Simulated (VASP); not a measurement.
# Nb (Im-3m) in VASP: notebook, part 2 of 2

VASP 6.6.1. The steps go on from the part before.

### 3 Relaxation of cell and atoms, PBE, target pressure 30 GPa, at which the enthalpy is minimised

INCAR reads:

```
PREC = Accurate
ENCUT = 600
EDIFF = 1E-6
ISMEAR = 1
SIGMA = 0.1
LREAL = False
LASPH = True
NELM = 80
ALGO = Normal
ISIF = 3
LWAVE = False
LCHARG = False
GGA = PE
IBRION = 2
NSW = 50
EDIFFG = -0.03
PSTRESS = 300.0
```

KPOINTS reads:

```
regular mesh
0
Gamma
  10 10 10
```

POSCAR reads:

```
Nb
1.0
    1.6650000000      1.6650000000      1.6650000000
   -1.6650000000      1.6650000000      1.6650000000
   -1.6650000000     -1.6650000000      1.6650000000
Nb
1
Direct
    0.0000000000      0.0000000000      0.0000000000
```

Potentials or basis: VASP PAW PBE potentials, release 64 (Nb_sv).

The run is started by

```bash
$ cat potpaw_PBE.64/Nb_sv/POTCAR > POTCAR
$ mpirun -np 1 vasp_std > vasp.out
```

OUTCAR:

```text
PREC = Accurate
   ENCUT = 600
   EDIFF = 1E-6
   ISMEAR = 1
   LREAL = False
   LASPH = True
   NELM = 80
   ISIF = 3
   GGA = PE
   IBRION = 2
   NSW = 50
   EDIFFG = -0.03
   PSTRESS = 300.0

 ion  position               nearest neighbor table
   1  0.000  0.000  0.000-

  LATTYP: Found a body centered cubic cell.
 ALAT       =     3.3300000000

  Lattice vectors:

 A1 = (   1.6650000000,  -1.6650000000,  -1.6650000000)
 A2 = (   1.6650000000,   1.6650000000,   1.6650000000)
 A3 = (  -1.6650000000,  -1.6650000000,   1.6650000000)

Analysis of symmetry for initial positions (statically):
=====================================================================
 Subroutine PRICEL returns:
 Original cell was already a primitive cell.

 Routine SETGRP: Setting up the symmetry group for a
 body centered cubic supercell.

 Subroutine GETGRP returns: Found 48 space group operations
 (whereof 48 operations were pure point group operations)
 out of a pool of 48 trial point group operations.

The static configuration has the point symmetry O_h .

Analysis of symmetry for dynamics (positions and initial velocities):
=====================================================================
 Subroutine PRICEL returns:
 Original cell was already a primitive cell.

 Routine SETGRP: Setting up the symmetry group for a
 body centered cubic supercell.

 Subroutine GETGRP returns: Found 48 space group operations
 (whereof 48 operations were pure point group operations)
 out of a pool of 48 trial point group operations.

The dynamic configuration has the point symmetry O_h .

 Subroutine INISYM returns: Found 48 space group operations
 (whereof 48 operations are pure point group operations),
 and found     1 'primitive' translations

----------------------------------------------------------------------------------------
[... 124 lines left out ...]
 Methfessel and Paxton  Order N= 1 SIGMA  =   0.10
  energy-cutoff  :      600.00
  volume of cell :       18.46
 maximum number of plane-waves:       629
   NGX = 11   NGY = 11   NGZ = 11

--------------------------------------- Ionic step        1  -------------------------------------------

 number of electron      12.9999999 magnetization

 Free energy of the ion-electron system (eV)
  ---------------------------------------------------
  ext. energy  EPLUGINS =         0.00000000
  ---------------------------------------------------
  free energy    TOTEN  =       -10.18962776 eV

  energy without entropy =      -10.19203939  energy(sigma->0) =      -10.19043164

------------------------ aborting loop because EDIFF is reached ----------------------------------------

  FORCE on cell =-STRESS in cart. coord.  units (eV):
  Direction    XX          YY          ZZ          XY          YZ          ZX
  --------------------------------------------------------------------------------------
  -------------------------------------------------------------------------------------
  Total       -0.3366284     -0.3366284     -0.3366284      0.0000000     -0.0000000      0.0000000
  in kB      -29.2118235    -29.2118235    -29.2118235      0.0000000     -0.0000000      0.0000000
  external PRESSURE =    -329.2118235 kB  Pullay stress =     300.0000000 kB
[... 135 lines left out ...]
--------------------------------------- Ionic step        5  -------------------------------------------

 number of electron      13.0000000 magnetization

 Free energy of the ion-electron system (eV)
  ---------------------------------------------------
  ext. energy  EPLUGINS =         0.00000000
  ---------------------------------------------------
  free energy    TOTEN  =        -9.97661000 eV

  energy without entropy =       -9.97672528  energy(sigma->0) =       -9.97664842

 E-fermi :  13.3755     XC(G=0): -13.2503

 val. band max:       13.3626274941   @ k =   0.5000   0.3000   0.2000
 cond. band min:      13.4400329989   @ k =   0.5000   0.2000   0.0000
 fundamental gap:      0.0774055048
 Fermi energy:        13.3755329372

 k-point     1 :       0.0000    0.0000    0.0000
  band No.  band energies     occupation
      1     -40.9214      2.00000
      2     -15.8303      2.00000
      3     -15.8303      2.00000
      4     -15.8303      2.00000
      5       7.1624      2.00000
      6      13.6124     -0.00407
      7      13.6124     -0.00407
      8      13.6124     -0.00407
      9      17.0181      0.00000
     10      17.0181      0.00000
[... 287 lines left out ...]
 k-point    24 :       0.5000    0.3000    0.1000
  band No.  band energies     occupation
      1     -40.4329      2.00000
      2     -17.5365      2.00000
      3     -16.9160      2.00000
      4     -16.1574      2.00000
      5      10.9129      2.00000
      6      11.2600      2.00000
      7      12.8866      2.00000
      8      16.2772      0.00000
      9      18.2666      0.00000
     10      22.6810      0.00000

 [... further k-points ...]

------------------------ aborting loop because EDIFF is reached ----------------------------------------

  FORCE on cell =-STRESS in cart. coord.  units (eV):
  Direction    XX          YY          ZZ          XY          YZ          ZX
  --------------------------------------------------------------------------------------
  -------------------------------------------------------------------------------------
  Total        2.9463861      2.9463861      2.9463861      0.0000000      0.0000000     -0.0000000
  in kB      302.2923084    302.2923084    302.2923084      0.0000000      0.0000000     -0.0000000
  external PRESSURE =       2.2923084 kB  Pullay stress =     300.0000000 kB
[... 20 lines left out ...]
  energy  without entropy=       -9.9767252792  energy(sigma->0) =       -9.97664842

  enthalpy is  TOTEN    =        -7.0525665818 eV   P V=        2.9240434135

 reached required accuracy - stopping structural energy minimisation
```

OSZICAR:

```text
N       E                     dE             d eps       ncg     rms          rms(c)
DAV:   1     0.127983097968E+03    0.12798E+03   -0.82010E+03   940   0.144E+03
DAV:   2    -0.441767255610E+01   -0.13240E+03   -0.12919E+03  1004   0.472E+02
DAV:   3    -0.101595020592E+02   -0.57418E+01   -0.55286E+01  1350   0.838E+01
[... 50 lines left out ...]
DAV:   4    -0.997595367337E+01   -0.80716E-03   -0.82838E-04  1174   0.318E-01    0.140E-01
DAV:   5    -0.997662142345E+01   -0.66775E-03   -0.21301E-03  1516   0.341E-01    0.510E-02
DAV:   6    -0.997661064869E+01    0.10775E-04   -0.36033E-05  1148   0.791E-02    0.193E-02
DAV:   7    -0.997661023669E+01    0.41199E-06   -0.12708E-05  1382   0.385E-02    0.419E-03
DAV:   8    -0.997660999524E+01    0.24145E-06   -0.31299E-07   536   0.819E-03
   5 F= -.70525666E+01 E0= -.70526050E+01  d E =-.320050E+00
```

CONTCAR:

```text
Nb
   1.00000000000000
     1.5746029142569364    1.5746029142569364    1.5746029142569364
    -1.5746029142569364    1.5746029142569364    1.5746029142569364
    -1.5746029142569364   -1.5746029142569364    1.5746029142569364
  Nb
     1
Direct
     0.0000000000000000    0.0000000000000000    0.0000000000000000

  0.00000000E+00  0.00000000E+00  0.00000000E+00
```

It took 27 s on 1 thread of Intel Xeon 6975P-C, shared host; peak memory 0.16 GiB.

What came out:

```yaml
Free_energy: -9.9766 eV
Relaxed_volume: 15.62 Å³/atom
Relaxed_cell: a = 2.727 Å, b = 2.727 Å, c = 2.727 Å, α = 70.53°, β = 109.47°, γ = 70.53°
Space_group_after_relaxing_to_0.05_Å: Im-3m (No. 229)
Energy_change_on_relaxing_the_enthalpy_is_what_falls: +213.0 meV/atom
Ionic_steps: 5
Pressure_after_relaxing: 30.2 GPa
```

Step by step:
| step | energy change (eV) | largest force (eV/Å) | pressure (GPa) | volume (Å³) |
| --- | --- | --- | --- | --- |
| 1 | 0.0000 | 0.0000 | -2.92 | 18.46 |
| 2 | 4.6014 | 0.0000 | 292.57 | 10.07 |
| 3 | 0.1169 | 0.0000 | 21.11 | 16.22 |
| 4 | 0.1711 | 0.0000 | 26.35 | 15.85 |
| 5 | 0.2130 | 0.0000 | 30.23 | 15.62 |

Final structure:
```
Nb
1.0
     1.57460    1.57460    1.57460
    -1.57460    1.57460    1.57460
    -1.57460   -1.57460    1.57460
Nb
1
Direct
  0.00000 0.00000 0.00000
```

Levels at points of the mesh, in eV from the Fermi level:
```csv
k point,band 2,band 3,band 4,band 5,band 6,band 7,band 8,band 9,band 10
"(0.00, 0.00, 0.00)",-29.21,-29.21,-29.21,-6.21,0.24,0.24,0.24,3.64,3.64
"(0.50, 0.00, 0.00)",-31.30,-29.85,-29.24,-4.43,-2.20,3.05,3.79,4.60,7.57
"(0.50, 0.50, 0.50)",-30.61,-30.61,-30.61,-4.71,-4.71,6.59,6.59,6.59,10.33
```

Caveat: the cell is relaxed towards a set pressure, so the enthalpy falls and the energy may rise; the volume moved by over 15 % at a fixed basis, so the end points are rough.

### 4 Relaxation of cell and atoms, PBE, target pressure 45 GPa, at which the enthalpy is minimised

INCAR reads:

```
  PREC = Accurate
  ENCUT = 600
  EDIFF = 1E-7
  ISMEAR = 1
  SIGMA = 0.1
  LREAL = F
  LASPH = T
  NELM = 100
  ALGO = Normal
  ISIF = 3
  LWAVE = F
  LCHARG = F
  GGA = PE
  IBRION = 2
  NSW = 50
  EDIFFG = -0.03
  PSTRESS = 450.0
```

KPOINTS is that of step 3.

POSCAR is that of step 3.

The run is started by

```bash
$ cat potpaw_PBE.64/Nb_sv/POTCAR > POTCAR
$ mpirun -np 1 vasp_std > vasp.out
```

It took 63 s on 1 thread of Intel Xeon 6975P-C, shared host; peak memory 0.16 GiB.

Results (log left out):

```yaml
Free_energy: -9.8137 eV
Relaxed_volume: 14.91 Å³/atom
Relaxed_cell: a = 2.686 Å, b = 2.686 Å, c = 2.686 Å, α = 70.53°, β = 109.47°, γ = 70.53°
Space_group_after_relaxing_to_0.05_Å: Im-3m (No. 229)
Energy_change_on_relaxing_the_enthalpy_is_what_falls: +375.9 meV/atom
Ionic_steps: 17
Pressure_after_relaxing: 44.8 GPa
```

Step by step:
| step | energy change (eV) | largest force (eV/Å) | pressure (GPa) | volume (Å³) |
| --- | --- | --- | --- | --- |
| 1 | 0.0000 | 0.0000 | -2.94 | 18.46 |
| 2 | 13.5779 | 0.0000 | 867.74 | 7.29 |
| 3 | 0.1829 | 0.0000 | 27.45 | 15.78 |
| 4 | 0.2754 | 0.0000 | 35.97 | 15.31 |
| 5 | 0.3901 | 0.0000 | 46.01 | 14.86 |
| 6 | 0.3712 | 0.0000 | 44.43 | 14.93 |
| 7 | 0.3714 | 0.0000 | 44.44 | 14.93 |
| 8 | 0.3722 | 0.0000 | 44.51 | 14.93 |
| 9 | 0.3722 | 0.0000 | 44.52 | 14.93 |
| 10 | 0.3722 | 0.0000 | 44.52 | 14.93 |
| 11 | 0.3723 | 0.0000 | 44.51 | 14.93 |
| 12 | 0.3723 | 0.0000 | 44.51 | 14.93 |
| 13 | 0.3724 | 0.0000 | 44.53 | 14.93 |
| 14 | 0.3727 | 0.0000 | 44.54 | 14.93 |
| 15 | 0.3731 | 0.0000 | 44.59 | 14.92 |
| 16 | 0.3741 | 0.0000 | 44.67 | 14.92 |
| 17 | 0.3759 | 0.0000 | 44.82 | 14.91 |

Final structure:
```cif
data_structure
_symmetry_space_group_name_H-M 'P 1'
_symmetry_Int_Tables_number 1
_cell_length_a 2.6858
_cell_length_b 2.6858
_cell_length_c 2.6858
_cell_angle_alpha 70.529
_cell_angle_beta 109.471
_cell_angle_gamma 70.529
_cell_volume 14.91
loop_
_atom_site_label
_atom_site_type_symbol
_atom_site_fract_x
_atom_site_fract_y
_atom_site_fract_z
_atom_site_occupancy
Nb1 Nb 0.00000 0.00000 0.00000 1
```

Levels at points of the mesh, in eV from the Fermi level:
```csv
k point,band 3,band 4,band 5,band 6,band 7,band 8,band 9,band 10
"(0.00, 0.00, 0.00)",-29.01,-29.01,-6.19,0.24,0.24,0.24,3.82,3.82
"(0.50, 0.00, 0.00)",-29.73,-29.04,-4.61,-2.34,3.43,4.01,4.86,8.04
"(0.50, 0.50, 0.50)",-30.60,-30.60,-5.00,-5.00,6.98,6.98,6.98,10.86
```

Caveat: the cell is relaxed towards a set pressure, so the enthalpy falls and the energy may rise; the volume moved by over 15 % at a fixed basis, so the end points are rough.

### 5 Summary

| cell | gap on the mesh (eV) | pressure (GPa) |
| --- | --- | --- |
| relaxed to 15 GPa | none | 14.7 |
| relaxed to 30 GPa | none | 30.2 |
| relaxed to 45 GPa | none | 44.8 |

Alike in all rows: task relaxation of cell and atoms; level PBE; potentials or basis VASP PAW PBE potentials, release 64 (Nb_sv); no spin polarisation; k mesh 10 × 10 × 10; cutoff (eV) 600; smearing methfessel-paxton 0.1 eV.

Caveats: the cell is relaxed towards a set pressure, so the enthalpy falls and the energy may rise; the volume moved by over 15 % at a fixed basis, so the end points are rough (some runs).

Total energies depend on the potentials used, so only differences within one code and one set of settings carry meaning.
